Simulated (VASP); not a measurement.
# AlP (F-43m) in VASP: further runs

The runs below take AlP through single point, relaxation of cell and atoms, with LDA.

All numbers are computed with VASP 6.6.1; they aren't measurements. Logs are shortened: lines on timing, memory, paths and dates and some standing lists are left out, and cuts for length are marked.

### 1 The cell of the first run

It takes space group F-43m (No. 216, cubic). Conventional cell: a = 5.434 Å, b = 5.434 Å, c = 5.434 Å, α = 90.00°, β = 90.00°, γ = 90.00°. Within 3.1 Å of Al (site symmetry -43m) lie 4 P at 2.35 Å. Within 3.1 Å of P (site symmetry -43m) lie 4 Al at 2.35 Å.

### 2 Single point, LDA

INCAR

```
SYSTEM = AlP
PREC     = Accurate       ! precision mode
ENCUT    = 500            ! plane-wave cutoff, eV
EDIFF    = 1E-6           ! SCF threshold, eV
ISMEAR   = 0              ! smearing method
SIGMA    = 0.02           ! smearing width, eV
LREAL    = .False.        ! projectors in reciprocal space
LASPH    = .True.         ! aspherical terms in the spheres
NELM     = 120            ! most SCF steps
ALGO     = Normal         ! electronic algorithm
ISIF     = 2              ! what is computed and relaxed
LWAVE    = .False.        ! write WAVECAR
LCHARG   = .False.        ! write CHGCAR
GGA      = CA             ! functional
NBANDS   = 11             ! bands
GGA_COMPAT= .False.
```

KPOINTS

```
regular mesh
0
Gamma
  8 8 8
  0 0 0
```

POSCAR

```
AlP
1.0
    0.0000000000      2.7168325037      2.7168325037
    2.7168325037      0.0000000000      2.7168325037
    2.7168325037      2.7168325037      0.0000000000
Al P
1 1
Direct
    0.0000000000      0.0000000000      0.0000000000
    0.2500000000      0.2500000000      0.2500000000
```

Potentials or basis: VASP PAW LDA potentials, release 64 (Al, P).

Run with:

```
$ cat potpaw_LDA.64/Al/POTCAR potpaw_LDA.64/P/POTCAR > POTCAR
$ mpirun -np 1 vasp_std > vasp.out
```

OUTCAR:

```text
SYSTEM = AlP
   PREC = Accurate
   ENCUT = 500
   EDIFF = 1E-6
   ISMEAR = 0
   LREAL = .False.
   LASPH = .True.
   NELM = 120
   ISIF = 2
   GGA = CA

 ion  position               nearest neighbor table
   1  0.000  0.000  0.000-   2 2.35   2 2.35   2 2.35   2 2.35
   2  0.250  0.250  0.250-   1 2.35   1 2.35   1 2.35   1 2.35

  LATTYP: Found a face centered cubic cell.
 ALAT       =     5.4336650074

  Lattice vectors:

 A1 = (   0.0000000000,   2.7168325037,   2.7168325037)
 A2 = (   2.7168325037,   0.0000000000,   2.7168325037)
 A3 = (   2.7168325037,   2.7168325037,   0.0000000000)

Analysis of symmetry for initial positions (statically):
=====================================================================
 Subroutine PRICEL returns:
 Original cell was already a primitive cell.

 Routine SETGRP: Setting up the symmetry group for a
 face centered cubic supercell.

 Subroutine GETGRP returns: Found 24 space group operations
 (whereof 24 operations were pure point group operations)
 out of a pool of 48 trial point group operations.

The static configuration has the point symmetry T_d .

Analysis of symmetry for dynamics (positions and initial velocities):
=====================================================================
 Subroutine PRICEL returns:
 Original cell was already a primitive cell.

 Routine SETGRP: Setting up the symmetry group for a
 face centered cubic supercell.

 Subroutine GETGRP returns: Found 24 space group operations
 (whereof 24 operations were pure point group operations)
 out of a pool of 48 trial point group operations.

The dynamic configuration has the point symmetry T_d .

 Subroutine INISYM returns: Found 24 space group operations
 (whereof 24 operations are pure point group operations),
 and found     1 'primitive' translations

----------------------------------------------------------------------------------------

                                     Primitive cell

  volume of cell :      40.1069

  direct lattice vectors                    reciprocal lattice vectors
     0.000000000  2.716832504  2.716832504    -0.184037845  0.184037845  0.184037845
     2.716832504  0.000000000  2.716832504     0.184037845 -0.184037845  0.184037845
     2.716832504  2.716832504  0.000000000     0.184037845  0.184037845 -0.184037845

  length of vectors
     3.842181373  3.842181373  3.842181373     0.318762899  0.318762899  0.318762899

  position of ions in fractional coordinates (direct lattice)
     0.000000000  0.000000000  0.000000000
     0.250000000  0.250000000  0.250000000

  ion indices of the primitive-cell ions
   primitive index   ion index
                 1           1
                 2           2

----------------------------------------------------------------------------------------

 KPOINTS: regular mesh

Automatic generation of k-mesh.
 Grid dimensions read from file:
 generate k-points for:    8    8    8

 Generating k-lattice:

  Cartesian coordinates                     Fractional coordinates (reciprocal lattice)
    -0.023004731  0.023004731  0.023004731     0.125000000  0.000000000  0.000000000
     0.023004731 -0.023004731  0.023004731     0.000000000  0.125000000  0.000000000
     0.023004731  0.023004731 -0.023004731     0.000000000  0.000000000  0.125000000

  Length of vectors
     0.039845362  0.039845362  0.039845362

  Shift w.r.t. Gamma in fractional coordinates (k-lattice)
     0.000000000  0.000000000  0.000000000

 Subroutine IBZKPT returns following result:
 ===========================================

 Found     29 irreducible k-points:

 Following reciprocal coordinates:
            Coordinates               Weight
  0.000000  0.000000  0.000000      1.000000
  0.125000  0.000000  0.000000      8.000000
  0.250000  0.000000  0.000000      8.000000
  0.375000  0.000000  0.000000      8.000000
  0.500000  0.000000  0.000000      4.000000
  0.125000  0.125000  0.000000      6.000000
[... 16 lines left out ...]
  0.500000  0.250000  0.125000     48.000000
 -0.375000  0.250000  0.125000     24.000000
 [... further k-points ...]
   k-points           NKPTS =     29   k-points in BZ     NKDIM =     29   number of bands    NBANDS=     11
   number of dos      NEDOS =    301   number of ions     NIONS =      2
   total plane-waves  NPLWV =  21952
   dimension x,y,z NGX =    28 NGY =   28 NGZ =   28
   dimension x,y,z NGXF=    56 NGYF=   56 NGZF=   56
   ions per type =               1   1
   NGX,Y,Z   is equivalent  to a cutoff of  12.12, 12.12, 12.12 a.u.
   NGXF,Y,Z  is equivalent  to a cutoff of  24.23, 24.23, 24.23 a.u.
 SYSTEM =  AlP
   PREC   = accura    normal or accurate (medium, high low for compatibility)
   ISTART =      0    job   : 0-new  1-cont  2-samecut
   ICHARG =      2    charge: 1-file 2-atom 10-const
   ISPIN  =      1    spin polarized calculation?
   LNONCOLLINEAR =      F non collinear calculations
   LSORBIT =      F    spin-orbit coupling
   LASPH  =      T    aspherical Exc in radial PAW
   ENCUT  =  500.0 eV  36.75 Ry    6.06 a.u.   7.01  7.01  7.01*2*pi/ulx,y,z
   NELM   =    120;   NELMIN=  2; NELMDL= -5     # of ELM steps
   EDIFF  = 0.1E-05   stopping-criterion for ELM
   LREAL  =      F    real-space projection
   EDIFFG = 0.1E-04   stopping-criterion for IOM
   NSW    =      0    number of steps for IOM
   IBRION =     -1    ionic relax: 0-MD 1-quasi-New 2-CG
   NFREE  =      0    steps in history (QN), initial steepest desc. (CG)
   ISIF   =      2    stress and relaxation
   ISYM   =      2    0-nonsym 1-usesym 2-fastsym
   POTIM  = 0.5000    time-step for ionic-motion
   TEBEG  =    0.0;   TEEND  =   0.0 temperature during run
   PSTRESS=    0.0 pullay stress
   NELECT =       8.0000    total number of electrons
   NUPDOWN=      -1.0000    fix difference up-down
   EMIN   =  10.00;   EMAX   =-10.00  energy-range for DOS
   EFERMI =   0.00;   METHOD = LEGACY
   ISMEAR =     0;   SIGMA  =   0.02  broadening in eV -4-tet -1-fermi 0-gaus
   EFERMI_NEDOS =   21; number of points for ismear=-14 and -15
   IALGO  =     38    algorithm
   IMIX   =      4    mixing-type and parameters
     AMIX     =   0.40;   BMIX     =  1.00
     AMIX_MAG =   1.60;   BMIX_MAG =  1.00
  volume/ion in A,a.u.               =      20.05       135.33
  Fermi-wavevector in a.u.,A,eV,Ry     =   0.956530  1.807580 12.448648  0.914950
  Thomas-Fermi vector in A             =   2.085466
   LORBIT       =      0    0 simple, 1 ext, 2 COOP (PROOUT), +10 PAW based schemes
   GGA     = CA    functional components
   LHFCALC =     F    Hartree Fock is set to
   AEXX    =    0.0000 exact exchange contribution
   IVDW    =     0    specifies the selected vdW correction
   LEPSILON=     F    determine dielectric tensor
   LRPA    =     F    only Hartree local field effects (RPA)
 non-spin polarized calculation
 Gauss-broadening in eV      SIGMA  =   0.02
  energy-cutoff  :      500.00
  volume of cell :       40.11
 maximum number of plane-waves:      1036
   NGX = 13   NGY = 13   NGZ = 13

 number of electron       8.0000000 magnetization

 Free energy of the ion-electron system (eV)
  ---------------------------------------------------
  ext. energy  EPLUGINS =         0.00000000
  ---------------------------------------------------
  free energy    TOTEN  =       -11.41224581 eV

  energy without entropy =      -11.41224581  energy(sigma->0) =      -11.41224581

 E-fermi :   4.6901     XC(G=0):  -9.5041

 val. band max:        4.5846373642   @ k =   0.0000   0.0000   0.0000
 cond. band min:       5.9982921725   @ k =   0.5000   0.5000   0.0000
 fundamental gap:      1.4136548082
 Fermi energy:         4.6901151199

 k-point     1 :       0.0000    0.0000    0.0000
  band No.  band energies     occupation
      1      -7.0044      2.00000
      2       4.5846      2.00000
      3       4.5846      2.00000
      4       4.5846      2.00000
      5       7.8272      0.00000
      6       9.0771      0.00000
      7       9.0771      0.00000
      8       9.0771      0.00000
      9      13.4138      0.00000
     10      13.4138      0.00000
     11      14.6707      0.00000

 k-point     2 :       0.1250    0.0000    0.0000
  band No.  band energies     occupation
      1      -6.8282      2.00000
      2       3.3331      2.00000
      3       4.4325      2.00000
      4       4.4325      2.00000
      5       8.2308      0.00000
      6       9.3652      0.00000
      7       9.3652      0.00000
      8       9.6178      0.00000
      9      12.8966      0.00000
     10      12.8966      0.00000
     11      15.3170      0.00000

 k-point     3 :       0.2500    0.0000    0.0000
  band No.  band energies     occupation
      1      -6.3308      2.00000
      2       1.3484      2.00000
      3       4.1325      2.00000
      4       4.1325      2.00000
      5       7.8269      0.00000
      6       9.6690      0.00000
      7       9.6690      0.00000
      8      11.4592      0.00000
      9      12.8649      0.00000
     10      12.8649      0.00000
     11      14.7830      0.00000

 k-point     4 :       0.3750    0.0000    0.0000
  band No.  band energies     occupation
      1      -5.6574      2.00000
      2      -0.3280      2.00000
      3       3.8940      2.00000
      4       3.8940      2.00000
      5       7.4433      0.00000
      6       9.4677      0.00000
      7       9.4677      0.00000
      8      12.6251      0.00000
      9      14.2757      0.00000
     10      14.2757      0.00000
     11      15.0984      0.00000

 k-point     5 :       0.5000    0.0000    0.0000
  band No.  band energies     occupation
      1      -5.2709      2.00000
      2      -1.0610      2.00000
      3       3.8078      2.00000
      4       3.8078      2.00000
      5       7.3061      0.00000
      6       9.3200      0.00000
      7       9.3200      0.00000
      8      12.6932      0.00000
      9      16.1361      0.00000
     10      16.1361      0.00000
     11      16.2969      0.00000
[... 211 lines left out ...]
 k-point    21 :       0.5000    0.5000    0.0000
  band No.  band energies     occupation
      1      -4.5854      2.00000
      2      -0.8181      2.00000
      3       2.4350      2.00000
      4       2.4350      2.00000
      5       5.9983      0.00000
      6       6.9109      0.00000
      7      15.5949      0.00000
      8      15.5949      0.00000
      9      16.5728      0.00000
     10      16.6914      0.00000
     11      16.6914      0.00000

 k-point    22 :       0.3750    0.2500    0.1250
  band No.  band energies     occupation
      1      -5.9090      2.00000
      2       1.0322      2.00000
      3       2.6321      2.00000
      4       3.6477      2.00000
      5       8.3423      0.00000
      6       9.3499      0.00000
      7       9.9408      0.00000
      8      11.3497      0.00000
      9      12.8964      0.00000
     10      15.3569      0.00000
     11      17.4417      0.00000

 k-point    23 :       0.5000    0.2500    0.1250
  band No.  band energies     occupation
      1      -5.2904      2.00000
      2      -0.1072      2.00000
      3       2.0556      2.00000
      4       3.2522      2.00000
      5       8.4439      0.00000
      6       9.2938      0.00000
      7      10.5558      0.00000
      8      11.6413      0.00000
      9      14.0309      0.00000
     10      15.8599      0.00000
     11      17.3754      0.00000

 k-point    24 :      -0.3750    0.2500    0.1250
  band No.  band energies     occupation
      1      -4.9477      2.00000
      2      -0.6874      2.00000
      3       1.9208      2.00000
      4       3.0592      2.00000
      5       8.4431      0.00000
      6       9.0186      0.00000
      7      11.4320      0.00000
      8      12.2330      0.00000
      9      13.5234      0.00000
     10      15.9818      0.00000
     11      17.3200      0.00000

 [... further k-points ...]
[... 5 lines left out ...]
  --------------------------------------------------------------------------------------
  -------------------------------------------------------------------------------------
  Total        0.0163712      0.0163712      0.0163712      0.0000000     -0.0000000     -0.0000000
  in kB        0.6539905      0.6539905      0.6539905      0.0000000     -0.0000000     -0.0000000
  external PRESSURE =       0.6539905 kB  Pullay stress =       0.0000000 kB

 VOLUME and BASIS-vectors are now :
 -----------------------------------------------------------------------------
  energy-cutoff  :      500.00
  volume of cell :       40.11
      direct lattice vectors                 reciprocal lattice vectors
     0.000000000  2.716832504  2.716832504    -0.184037845  0.184037845  0.184037845
     2.716832504  0.000000000  2.716832504     0.184037845 -0.184037845  0.184037845
     2.716832504  2.716832504  0.000000000     0.184037845  0.184037845 -0.184037845

 POSITION                                       TOTAL-FORCE (eV/Angst)
 -----------------------------------------------------------------------------------
      0.00000      0.00000      0.00000        -0.000000     -0.000000      0.000000
      1.35842      1.35842      1.35842         0.000000      0.000000     -0.000000
 -----------------------------------------------------------------------------------
    total drift:                               -0.000000     -0.000000     -0.000000

  FREE ENERGIE OF THE ION-ELECTRON SYSTEM (eV)
  ---------------------------------------------------
  free  energy   TOTEN  =       -11.4122458116 eV

  energy  without entropy=      -11.4122458116  energy(sigma->0) =      -11.41224581
```

Wall time 11 s (1 thread of Intel Xeon Platinum 8488C (Sapphire Rapids), shared host); peak memory 0.14 GiB.

What came out:

```
Free energy            : -11.4122 eV
Pressure               : 0.1 GPa
Band gap on the k mesh : 1.41 eV (least direct gap 3.24 eV)
```

Levels at points of the mesh, in eV from the valence-band top:
| k point | band 2 | band 3 | band 4 | band 5 | band 6 | band 7 |
| --- | --- | --- | --- | --- | --- | --- |
| (0.00, 0.00, 0.00) | 0.00 | 0.00 | 0.00 | 3.24 | 4.49 | 4.49 |
| (0.50, 0.00, 0.00) | -5.65 | -0.78 | -0.78 | 2.72 | 4.74 | 4.74 |
| (0.50, 0.50, 0.00) | -5.40 | -2.15 | -2.15 | 1.41 | 2.33 | 11.01 |

### 3 Relaxation of cell and atoms, LDA

This run uses another cell than the first one, of 20.49 Å³/atom.

INCAR

```
SYSTEM = AlP
ALGO     = Normal         ! electronic algorithm
EDIFF    = 1E-7           ! SCF threshold, eV
EDIFFG   = -0.002         ! ionic threshold
ENCUT    = 500            ! plane-wave cutoff, eV
GGA      = CA             ! functional
GGA_COMPAT= .FALSE.      
IBRION   = 2              ! ionic algorithm
ISIF     = 3              ! what is computed and relaxed
ISMEAR   = 0              ! smearing method
LASPH    = .TRUE.         ! aspherical terms in the spheres
LCHARG   = .FALSE.        ! write CHGCAR
LREAL    = .FALSE.        ! projectors in reciprocal space
LWAVE    = .FALSE.        ! write WAVECAR
NELM     = 120            ! most SCF steps
NELMIN   = 4            
NSW      = 100            ! ionic steps
PREC     = Accurate       ! precision mode
SIGMA    = 0.02           ! smearing width, eV
```

KPOINTS

```
k-points
0
G
  8 8 8
  0 0 0
```

POSCAR

```
AlP
1.0
    0.0000000000      2.7364837100      2.7364837100
    2.7364837100      0.0000000000      2.7364837100
    2.7364837100      2.7364837100      0.0000000000
Al P
1 1
Direct
    0.0000000000      0.0000000000      0.0000000000
    0.2500000000      0.2500000000      0.2500000000
```

Potentials or basis: VASP PAW LDA potentials, release 64 (Al, P).

Run with:

```
$ cat potpaw_LDA.64/Al/POTCAR potpaw_LDA.64/P/POTCAR > POTCAR
$ mpirun -np 1 vasp_std > vasp.out
```

Run time: 19 s. Hardware: 1 thread of Intel Xeon Platinum 8488C (Sapphire Rapids), shared host; peak memory 0.14 GiB.

Results (log left out):

* Free energy: -11.4124 eV
* Relaxed volume: 20.07 Å³/atom
* Relaxed cell: a = 3.843 Å, b = 3.843 Å, c = 3.843 Å, α = 60.00°, β = 60.00°, γ = 60.00°
* Space group after relaxing (to 0.1 Å): F-43m (No. 216)
* Energy gained by relaxing: 2.4 meV/atom
* Ionic steps: 3
* Pressure after relaxing: 0.0 GPa
* Band gap on the k mesh: 1.42 eV (least direct gap 3.24 eV)

Step by step:
| step | energy change (eV) | largest force (eV/Å) | pressure (GPa) | volume (Å³) |
| --- | --- | --- | --- | --- |
| 1 | 0.0000 | 0.0000 | -1.81 | 40.98 |
| 2 | -0.0030 | 0.0000 | 1.18 | 39.63 |
| 3 | -0.0049 | 0.0000 | 0.00 | 40.14 |

Final structure:
```
Al P
1.0
     0.00000    2.71750    2.71750
     2.71750    0.00000    2.71750
     2.71750    2.71750    0.00000
Al P
1 1
Direct
  0.00000 0.00000 0.00000
  0.25000 0.25000 0.25000
```

Levels at points of the mesh, in eV from the valence-band top:
| k point | band 1 | band 2 | band 3 | band 4 | band 5 | band 6 | band 7 | band 8 |
| --- | --- | --- | --- | --- | --- | --- | --- | --- |
| (0.00, 0.00, 0.00) | -11.58 | 0.00 | 0.00 | 0.00 | 3.24 | 4.49 | 4.49 | 4.49 |
| (0.50, 0.00, 0.00) | -9.85 | -5.64 | -0.78 | -0.78 | 2.72 | 4.74 | 4.74 | 8.11 |
| (0.50, 0.50, 0.00) | -9.17 | -5.40 | -2.15 | -2.15 | 1.42 | 2.33 | 11.00 | 11.00 |

A k mesh can miss the band edges.
